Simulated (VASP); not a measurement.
Wanted: the native input for a VASP 6.6.1 run.

| Item | Value |
| --- | --- |
| Task | single point |
| Functional | PBE |
| Potentials or basis | VASP PAW PBE potentials, release 64 (Al, N) |
| Cutoff | 520 eV |
| k mesh | 5 × 5 × 1 |
| Occupations | gaussian, width 0.1 eV |
| Spin | no spin polarisation |
| Dipole correction | yes |
| Further INCAR settings | ALGO = Normal; EDIFF = 1e-06; NBANDS = 32 |

The structure of Al12N lies in POSCAR:

```
Al12N
1.0
    5.7135165839      0.0000000000      0.0000000000
    0.0000000000      5.7135165839      0.0000000000
    0.0000000000      0.0000000000     19.6746954090
Al N
12 1
Direct
    0.2500000000      0.2500000000      0.2033068323
    0.2500000000      0.7500000000      0.2033068323
    0.7500000000      0.2500000000      0.2033068323
    0.7500000000      0.7500000000      0.2033068323
    0.0000000000      0.0000000000      0.3092728581
    0.0000000000      0.5000000000      0.3092728581
    0.5000000000      0.0000000000      0.3092728581
    0.5000000000      0.5000000000      0.3092728581
    0.2500000000      0.2500000000      0.4154928571
    0.2500000000      0.7500000000      0.4154928571
    0.7500000000      0.2500000000      0.4154928571
    0.7500000000      0.7500000000      0.4154928571
    0.4166666667      0.4166666667      0.4694082219
```

These files were run (other wordings do the same):

INCAR

```
SYSTEM = Al12N
PREC = Accurate
ENCUT = 520
EDIFF = 1E-6
ISMEAR = 0
SIGMA = 0.1
LREAL = .False.
LASPH = .True.
NELM = 80
ALGO = Normal
ISIF = 2
LWAVE = .False.
LCHARG = .False.
LDIPOL = .True.
IDIPOL = 3
DIPOL = 0.5 0.5 0.322
GGA = PE
NBANDS = 32
```

KPOINTS

```
regular mesh
0
Gamma
  5 5 1
  0 0 0
```

Potentials or basis: VASP PAW PBE potentials, release 64 (Al, N).

Command:

```bash
$ cat potpaw_PBE.64/Al/POTCAR potpaw_PBE.64/N/POTCAR > POTCAR
$ mpirun -np 1 vasp_std > vasp.out
```

Results of the run:

- Largest force: 3.015 eV/Å
- Band gap on the k mesh: zero (an odd number of electrons rules out a gap without spin polarisation)

Wall time 10 min on 1 thread of Intel Xeon 8259CL, with other jobs on the host, peak memory 0.64 GiB.
